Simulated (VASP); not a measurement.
# Mg (Cmcm) in VASP: a series of runs, part 3 of 3

VASP 6.6.1. The steps go on from the part before.

## Step 5: Single point, PBEsol (strain +0.1312 x Voigt [1, 0, 0, 0, 0, 0])

The input, INCAR:

```
  ALGO = Fast
  EDIFF = 1E-6
  ENCUT = 520
  GGA = PS
  ISIF = 2
  ISMEAR = 0
  LASPH = True
  LCHARG = True
  LELF = True
  LREAL = False
  LVHAR = True
  LWAVE = False
  NBANDS = 9
  NELM = 80
  PREC = Accurate
  SIGMA = 0.15
```

The input, KPOINTS:

```
k-points
0
Gamma
  18 18 10
```

The input, POSCAR:

```
Mg
1.0
    3.6303279576      0.0000000000      0.0000000000
   -1.8151639788      2.7793106748      0.0000000000
    0.0000000000      0.0000000000      5.2103300000
Mg
2
Direct
    0.3333333333      0.6666666667      0.2500000000
    0.6666666667      0.3333333333      0.7500000000
```

Potentials or basis: VASP PAW PBE potentials, release 64 (Mg).

Command:

```sh
$ cat potpaw_PBE.64/Mg/POTCAR > POTCAR
$ mpirun -np 1 vasp_std > vasp.out
```

OUTCAR:

```text
EDIFF = 1E-6
   ENCUT = 520
   GGA = PS
   ISIF = 2
   ISMEAR = 0
   LASPH = True
   LREAL = False
   NELM = 80
   PREC = Accurate

 ion  position               nearest neighbor table
   1  0.333  0.667  0.250-   2 3.20   2 3.20   2 3.31   2 3.31   2 3.31   2 3.31
   2  0.667  0.333  0.750-   1 3.20   1 3.20   1 3.31   1 3.31   1 3.31   1 3.31

  Warning from LATTYP: Monoclinic adjustment (A1->A3, A2->A1, A3->A2)!
  LATTYP: Found a base centered orthorhombic cell.
 ALAT       =     3.6303279576
 B/A-ratio  =     1.5311623122
 C/A-ratio  =     1.4352229498

  Lattice vectors:

 A1 = (   1.8151639788,  -2.7793106748,   0.0000000000)
 A2 = (   1.8151639788,   2.7793106748,   0.0000000000)
 A3 = (   0.0000000000,   0.0000000000,   5.2103300000)

Analysis of symmetry for initial positions (statically):
=====================================================================
 Subroutine PRICEL returns:
 Original cell was already a primitive cell.

 Routine SETGRP: Setting up the symmetry group for a
 base centered orthorhombic supercell.

 Subroutine GETGRP returns: Found  8 space group operations
 (whereof  4 operations were pure point group operations)
 out of a pool of  8 trial point group operations.

The static configuration has the point symmetry C_2h.
 The point group associated with its full space group is D_2h.

Analysis of symmetry for dynamics (positions and initial velocities):
=====================================================================
 Subroutine PRICEL returns:
 Original cell was already a primitive cell.

 Routine SETGRP: Setting up the symmetry group for a
 base centered orthorhombic supercell.

 Subroutine GETGRP returns: Found  8 space group operations
 (whereof  4 operations were pure point group operations)
 out of a pool of  8 trial point group operations.

The dynamic configuration has the point symmetry C_2h.
 The point group associated with its full space group is D_2h.

 Subroutine INISYM returns: Found  8 space group operations
 (whereof  4 operations are pure point group operations),
 and found     1 'primitive' translations

----------------------------------------------------------------------------------------

                                     Primitive cell

  volume of cell :      52.5712

  direct lattice vectors                    reciprocal lattice vectors
     3.630327958  0.000000000  0.000000000     0.275457207  0.179900723  0.000000000
    -1.815163979  2.779310675  0.000000000     0.000000000  0.359801446  0.000000000
     0.000000000  0.000000000  5.210330000     0.000000000  0.000000000  0.191926423

  length of vectors
     3.630327958  3.319546369  5.210330000     0.328999914  0.359801446  0.191926423

  position of ions in fractional coordinates (direct lattice)
     0.333333333  0.666666667  0.250000000
     0.666666667  0.333333333  0.750000000

  ion indices of the primitive-cell ions
   primitive index   ion index
                 1           1
                 2           2

----------------------------------------------------------------------------------------

 KPOINTS: k-points

Automatic generation of k-mesh.
 Grid dimensions read from file:
 generate k-points for:   18   18   10

 Generating k-lattice:

  Cartesian coordinates                     Fractional coordinates (reciprocal lattice)
     0.015303178  0.009994485  0.000000000     0.055555556 -0.000000000  0.000000000
     0.000000000  0.019988969  0.000000000     0.000000000  0.055555556  0.000000000
     0.000000000  0.000000000  0.019192642     0.000000000  0.000000000  0.100000000

  Length of vectors
     0.018277773  0.019988969  0.019192642

  Shift w.r.t. Gamma in fractional coordinates (k-lattice)
     0.000000000  0.000000000  0.000000000

 Subroutine IBZKPT returns following result:
 ===========================================

 Found    546 irreducible k-points:

 Following reciprocal coordinates:
            Coordinates               Weight
  0.000000  0.000000  0.000000      1.000000
  0.055556  0.000000  0.000000      4.000000
  0.111111  0.000000  0.000000      4.000000
  0.166667  0.000000  0.000000      4.000000
  0.222222  0.000000  0.000000      4.000000
  0.277778  0.000000  0.000000      4.000000
[... 16 lines left out ...]
 -0.333333  0.055556  0.000000      4.000000
 -0.277778  0.055556  0.000000      4.000000
 [... further k-points ...]
   k-points           NKPTS =    546   k-points in BZ     NKDIM =    546   number of bands    NBANDS=      9
   number of dos      NEDOS =    301   number of ions     NIONS =      2
   total plane-waves  NPLWV =  31360
   dimension x,y,z NGX =    28 NGY =   28 NGZ =   40
   dimension x,y,z NGXF=    56 NGYF=   56 NGZF=   80
   ions per type =               2
   NGX,Y,Z   is equivalent  to a cutoff of  12.82, 14.02, 12.76 a.u.
   NGXF,Y,Z  is equivalent  to a cutoff of  25.64, 28.05, 25.53 a.u.
 SYSTEM =  unknown system
   PREC   = accura    normal or accurate (medium, high low for compatibility)
   ISTART =      0    job   : 0-new  1-cont  2-samecut
   ICHARG =      2    charge: 1-file 2-atom 10-const
   ISPIN  =      1    spin polarized calculation?
   LNONCOLLINEAR =      F non collinear calculations
   LSORBIT =      F    spin-orbit coupling
   LASPH  =      T    aspherical Exc in radial PAW
   ENCUT  =  520.0 eV  38.22 Ry    6.18 a.u.   6.75  6.17  9.69*2*pi/ulx,y,z
   NELM   =     80;   NELMIN=  2; NELMDL= -5     # of ELM steps
   EDIFF  = 0.1E-05   stopping-criterion for ELM
   LREAL  =      F    real-space projection
   EDIFFG = 0.1E-04   stopping-criterion for IOM
   NSW    =      0    number of steps for IOM
   IBRION =     -1    ionic relax: 0-MD 1-quasi-New 2-CG
   NFREE  =      0    steps in history (QN), initial steepest desc. (CG)
   ISIF   =      2    stress and relaxation
   ISYM   =      2    0-nonsym 1-usesym 2-fastsym
   POTIM  = 0.5000    time-step for ionic-motion
   TEBEG  =    0.0;   TEEND  =   0.0 temperature during run
   PSTRESS=    0.0 pullay stress
   NELECT =       4.0000    total number of electrons
   NUPDOWN=      -1.0000    fix difference up-down
   EMIN   =  10.00;   EMAX   =-10.00  energy-range for DOS
   EFERMI =   0.00;   METHOD = LEGACY
   ISMEAR =     0;   SIGMA  =   0.15  broadening in eV -4-tet -1-fermi 0-gaus
   EFERMI_NEDOS =   21; number of points for ismear=-14 and -15
   IALGO  =     68    algorithm
   IMIX   =      4    mixing-type and parameters
     AMIX     =   0.40;   BMIX     =  1.00
     AMIX_MAG =   1.60;   BMIX_MAG =  1.00
  volume/ion in A,a.u.               =      26.29       177.38
  Fermi-wavevector in a.u.,A,eV,Ry     =   0.693711  1.310924  6.547605  0.481235
  Thomas-Fermi vector in A             =   1.776001
   LORBIT       =      0    0 simple, 1 ext, 2 COOP (PROOUT), +10 PAW based schemes
   GGA     = PS    functional components
   LHFCALC =     F    Hartree Fock is set to
   AEXX    =    0.0000 exact exchange contribution
   IVDW    =     0    specifies the selected vdW correction
   LEPSILON=     F    determine dielectric tensor
   LRPA    =     F    only Hartree local field effects (RPA)
 non-spin polarized calculation
 RMM-DIIS sequential band-by-band and
 Gauss-broadening in eV      SIGMA  =   0.15
  energy-cutoff  :      520.00
  volume of cell :       52.57
 maximum number of plane-waves:      1442
   NGX = 13   NGY = 13   NGZ = 19

 number of electron       4.0000000 magnetization

 Free energy of the ion-electron system (eV)
  ---------------------------------------------------
  ext. energy  EPLUGINS =         0.00000000
  ---------------------------------------------------
  free energy    TOTEN  =        -3.30116297 eV

  energy without entropy =       -3.29098817  energy(sigma->0) =       -3.29607557

 E-fermi :   1.9078     XC(G=0):  -8.1166

 val. band max:        1.8995305925   @ k =   0.1667   0.0556   0.0000
 cond. band min:       1.9116435254   @ k =   0.0556   0.2222   0.0000
 fundamental gap:      0.0121129329
 Fermi energy:         1.9078329094

 k-point     1 :       0.0000    0.0000    0.0000
  band No.  band energies     occupation
      1      -4.4421      2.00000
      2       0.7572      2.00000
      3       1.2298      2.00000
      4      10.3630      0.00000
      5      10.4454      0.00000
      6      11.2489      0.00000
      7      11.9123      0.00000
      8      14.0048      0.00000
      9      14.3677      0.00000
[... 265 lines left out ...]
 k-point    24 :      -0.2778    0.0556    0.0000
  band No.  band energies     occupation
      1      -3.4297      2.00000
      2       1.6917      1.95839
      3       2.2039      0.00525
      4       4.6478      0.00000
      5       7.5485      0.00000
      6       9.4357      0.00000
      7      10.1799      0.00000
      8      12.1673      0.00000
      9      12.4658      0.00000

 [... further k-points ...]
[... 5 lines left out ...]
  --------------------------------------------------------------------------------------
  -------------------------------------------------------------------------------------
  Total       -1.8081926     -1.0389208     -1.0527393      0.0000000      0.0000000      0.0000000
  in kB      -55.1070398    -31.6624749    -32.0836107      0.0000000      0.0000000      0.0000000
  external PRESSURE =     -39.6177084 kB  Pullay stress =       0.0000000 kB

 VOLUME and BASIS-vectors are now :
 -----------------------------------------------------------------------------
  energy-cutoff  :      520.00
  volume of cell :       52.57
      direct lattice vectors                 reciprocal lattice vectors
     3.630327958  0.000000000  0.000000000     0.275457207  0.179900723  0.000000000
    -1.815163979  2.779310675  0.000000000     0.000000000  0.359801446  0.000000000
     0.000000000  0.000000000  5.210330000     0.000000000  0.000000000  0.191926423

 POSITION                                       TOTAL-FORCE (eV/Angst)
 -----------------------------------------------------------------------------------
     -0.00000      1.85287      1.30258         0.000000     -0.085983     -0.000000
      1.81516      0.92644      3.90775         0.000000      0.085983      0.000000
 -----------------------------------------------------------------------------------
    total drift:                                0.000000      0.000000      0.000000

  FREE ENERGIE OF THE ION-ELECTRON SYSTEM (eV)
  ---------------------------------------------------
  free  energy   TOTEN  =        -3.3011629698 eV

  energy  without entropy=       -3.2909881688  energy(sigma->0) =       -3.29607557
```

OSZICAR:

```text
N       E                     dE             d eps       ncg     rms          rms(c)
DAV:   1    -0.763695083711E+00   -0.76370E+00   -0.12585E+03  9828   0.310E+02
DAV:   2    -0.328224938037E+01   -0.25186E+01   -0.24395E+01 12954   0.254E+01
DAV:   3    -0.332209607486E+01   -0.39847E-01   -0.39333E-01 12884   0.267E+00
DAV:   4    -0.332222120330E+01   -0.12513E-03   -0.12512E-03 12542   0.144E-01
DAV:   5    -0.332222174293E+01   -0.53962E-06   -0.53959E-06 12453   0.938E-03    0.985E-01
RMM:   6    -0.331145759252E+01    0.10764E-01   -0.85058E-04  9978   0.194E-01    0.629E-01
RMM:   7    -0.330114614712E+01    0.10311E-01   -0.37544E-03 10213   0.390E-01    0.340E-02
RMM:   8    -0.330116310030E+01   -0.16953E-04   -0.13157E-04 10905   0.792E-02    0.745E-03
RMM:   9    -0.330116300899E+01    0.91312E-07   -0.10009E-05 11417   0.208E-02    0.113E-03
RMM:  10    -0.330116296984E+01    0.39149E-07   -0.14160E-06 10835   0.691E-03
   1 F= -.33011630E+01 E0= -.32960756E+01  d E =-.101748E-01
```

stdout:

```text
POSCAR found type information on POSCAR Mg
 POSCAR found :  1 types and       2 ions
 scaLAPACK will be used
 -----------------------------------------------------------------------------
|                                                                             |
|                                                                             |
|     You enforced a specific xc type in the INCAR file but a different       |
|     I HOPE YOU KNOW WHAT YOU ARE DOING!                                     |
|                                                                             |
 -----------------------------------------------------------------------------

 LDA part: xc-table for (Slater+PW92), standard interpolation
 POSCAR, INCAR and KPOINTS ok, starting setup
 FFT: planning ... GRIDC
 FFT: planning ... GRID_SOFT
 FFT: planning ... GRID
 WAVECAR not read
 entering main loop
```

Run time: 3.8 min. Hardware: 1 thread of Intel Xeon Platinum 8259CL at 2.50GHz (Skylake/Cascade Lake), shared host; peak memory 0.37 GiB.

Results:

* Free energy: -3.3012 eV
* Pressure: -4.0 GPa
* Largest force: 0.086 eV/Å
* Band gap on the k mesh: zero (band 2 reaches 3.12 eV, above the bottom of band 3 at 1.12 eV)

Forces on the atoms (eV/Å):
```
Mg   0.000 -0.086  0.000
Mg   0.000  0.086  0.000
```

Caveat: the cell differs from its parent crystal (strain +0.1312 x Voigt [1, 0, 0, 0, 0, 0]); the PAW data sets were made with another functional, which shifts forces and pressure a little.

## Step 6: Single point, PBEsol (strain +0.1500 x Voigt [1, 0, 0, 0, 0, 0])

The input, INCAR:

```
SYSTEM = Mg
PREC = Accurate
ENCUT = 520
EDIFF = 1E-7
ISMEAR = 0
SIGMA = 0.15
LREAL = .FALSE.
LASPH = .TRUE.
NELM = 100
ALGO = Fast
ISIF = 2
LWAVE = .FALSE.
LCHARG = .FALSE.
GGA = PS
NBANDS = 9
```

The input, KPOINTS:

```
regular mesh
0
G
  18 18 10
  0 0 0
```

The input, POSCAR:

```
Mg
1.0
    3.6906622624      0.0000000000      0.0000000000
   -1.8453311312      2.7793106748      0.0000000000
    0.0000000000      0.0000000000      5.2103300000
Mg
2
Direct
    0.3333333333      0.6666666667      0.2500000000
    0.6666666667      0.3333333333      0.7500000000
```

Potentials or basis: VASP PAW PBE potentials, release 64 (Mg).

Command:

```sh
$ cat potpaw_PBE.64/Mg/POTCAR > POTCAR
$ mpirun -np 1 vasp_std > vasp.out
```

Wall time 3.3 min (1 thread of Intel Xeon Platinum 8259CL at 2.50GHz (Skylake/Cascade Lake), shared host); peak memory 0.37 GiB.

It converged, with:

| Property | Result |
| --- | --- |
| Free energy | -3.2703 eV |
| Pressure | -4.2 GPa |
| Largest force | 0.097 eV/Å |
| Band gap on the k mesh | zero (band 2 reaches 3.04 eV, above the bottom of band 3 at 1.02 eV) |

Forces in eV/Å, atoms in the order of the input:
```
Mg   0.000 -0.097  0.000
Mg   0.000  0.097  0.000
```

Stress tensor (GPa, compression positive):
```
-5.82  0.00  0.00
 0.00 -3.36  0.00
 0.00  0.00 -3.36
```

Levels at points of the mesh, in eV from the Fermi level:
```tsv
k point	band 1	band 2	band 3	band 4	band 5	band 6	band 7
(0.00, 0.00, 0.00)	-6.28	-1.08	-0.60	8.18	8.28	9.09	9.79
(0.50, 0.00, 0.00)	-2.52	-2.21	2.27	2.97	3.14	3.35	6.58
(0.00, 0.50, 0.00)	-1.55	-1.49	3.30	3.52	3.89	3.92	4.05
(0.00, 0.00, 0.50)	-4.90	-4.90	5.62	5.62	9.15	9.15	9.83
(0.50, 0.00, 0.50)	-1.23	-1.23	-0.81	-0.81	7.72	7.72	8.06
(0.00, 0.50, 0.50)	-0.49	-0.49	0.17	0.17	5.15	5.15	6.22
```

Caveat: the cell differs from its parent crystal (strain +0.1500 x Voigt [1, 0, 0, 0, 0, 0]); the PAW data sets were made with another functional, which shifts forces and pressure a little.

## Step 7: Overview

```csv
cell,further INCAR settings,gap on the mesh (eV),pressure (GPa),largest force (eV/Å)
"a = 2.969, b = 3.151, c = 5.210 Å, angles 90.0, 90.0, 118.1°, 2 atoms",ALGO = Fast; EDIFF = 1e-06; NBANDS = 9,none,2.2,0.06
"a = 3.450, b = 3.271, c = 5.210 Å, angles 90.0, 90.0, 121.8°, 2 atoms",ALGO = Fast; EDIFF = 1e-06; NBANDS = 9,none,-3.1,0.05
"a = 3.570, b = 3.303, c = 5.210 Å, angles 90.0, 90.0, 122.7°, 2 atoms",ALGO = Fast; EDIFF = 1e-07; NBANDS = 9,none,-3.7,0.07
"a = 3.630, b = 3.320, c = 5.210 Å, angles 90.0, 90.0, 123.1°, 2 atoms",ALGO = Fast; EDIFF = 1e-06; NBANDS = 9,none,-4.0,0.09
"a = 3.691, b = 3.336, c = 5.210 Å, angles 90.0, 90.0, 123.6°, 2 atoms",ALGO = Fast; EDIFF = 1e-07; NBANDS = 9,none,-4.2,0.10
```

Alike in all rows: task single point; level PBEsol; potentials or basis VASP PAW PBE potentials, release 64 (Mg); no spin polarisation; k mesh 18 × 18 × 10; cutoff (eV) 520; smearing gaussian 0.15 eV.

Caveats: the PAW data sets were made with another functional, which shifts forces and pressure a little.

Absolute energies hang on the potentials; compare differences alone.
